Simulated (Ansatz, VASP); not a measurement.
**V2SiN2 in VASP and in Ansatz**

```
CELL_PARAMETERS angstrom
4.11771 0.00000 0.00000
-2.05885 3.56604 0.00000
0.00000 0.00000 3.83936
ATOMIC_POSITIONS crystal
V 0.33333 0.66667 0.00000
V 0.66667 0.33333 0.50000
Si 0.00000 0.00000 0.50000
N 0.33333 0.66667 0.50000
N 0.66667 0.33333 0.00000
```

Alike in both runs: functional PBE; k mesh 12 × 12 × 10; occupations gaussian, width 0.1 eV; no spin polarisation.

Ansatz relaxed the structure, and its values are those at the end. VASP's run is a single point on that final structure, the one shown.

|  | VASP | Ansatz |
| --- | --- | --- |
| version | VASP 6.6.1 | Ansatz 0.2.0 |
| potentials or method | VASP PAW PBE potentials, release 64 (V_sv, Si, N), cutoff 520 eV | scalar-relativistic, plane waves, PAW |
| valence electrons in the cell | 40 | 40 |

```tsv
	VASP	Ansatz	Ansatz less VASP
gap on the k mesh at the Fermi level (eV)	none	none	-
pressure (GPa)	0.3	0.0	-0.26
```

A gap of «none» marks a metal or a gap that the smearing closes.
